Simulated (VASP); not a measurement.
**BAs: relaxation of the atoms with PBE**

BAs:

```
B As
1.0
     0.00000    2.38850    2.41239
     2.38850    0.00000    2.41239
     2.38850    2.38850    0.00000
B As
1 1
Cartesian
  0.0000 0.0000 0.0000
  1.1943 1.1943 1.2062
```

This cell differs from its parent crystal: z stretched by +1 %.

```
Program                : VASP 6.6.1
Task                   : relaxation of the atoms
Functional             : PBE
Potentials or basis    : VASP PAW PBE potentials, release 64 (B, As)
Cutoff                 : 520 eV
k mesh                 : 16 × 16 × 16
Occupations            : fermi-dirac, width 0.02 eV
Spin                   : no spin polarisation
Dipole correction      : no
Further INCAR settings : ALGO = Normal; EDIFF = 1e-07; IBRION = 2; EDIFFG = -0.02; NSW = 80
```

The pressure after relaxing is 2.0 GPa. The band gap on the k mesh is 1.12 eV (least direct gap 3.21 eV).

Stress tensor (GPa, compression positive):
```
2.70 0.00 0.00
0.00 2.70 0.00
0.00 0.00 0.63
```

Final structure:
```
B As
1.0
     0.00000    2.38850    2.41239
     2.38850    0.00000    2.41239
     2.38850    2.38850    0.00000
B As
1 1
Direct
  0.00000 0.00000 0.00000
  0.25000 0.25000 0.25000
```

Levels at points of the mesh, in eV from the valence-band top:
```tsv
k point	band 1	band 2	band 3	band 4	band 5	band 6	band 7	band 8
(0.00, 0.00, 0.00)	-15.34	-0.10	0.00	0.00	3.21	3.21	3.28	4.53
(0.50, 0.00, 0.00)	-12.51	-8.75	-1.90	-1.78	2.60	4.70	4.78	8.81
(0.50, 0.50, 0.00)	-11.26	-8.56	-4.01	-4.01	1.48	1.50	11.23	11.23
(0.50, 0.00, 0.50)	-11.18	-8.48	-4.11	-4.09	1.37	1.38	11.17	11.31
```

It took 110 s on 1 thread of Intel(R) Xeon(R) Platinum 8259CL CPU @ 2.50GHz (Skylake/Cascade Lake), with other jobs on the host, peak memory 0.23 GiB.

Caveat: the cell differs from its parent crystal (z stretched by +1 %); the relaxation stopped at its first step, so nothing moved. A k mesh can miss the band edges.
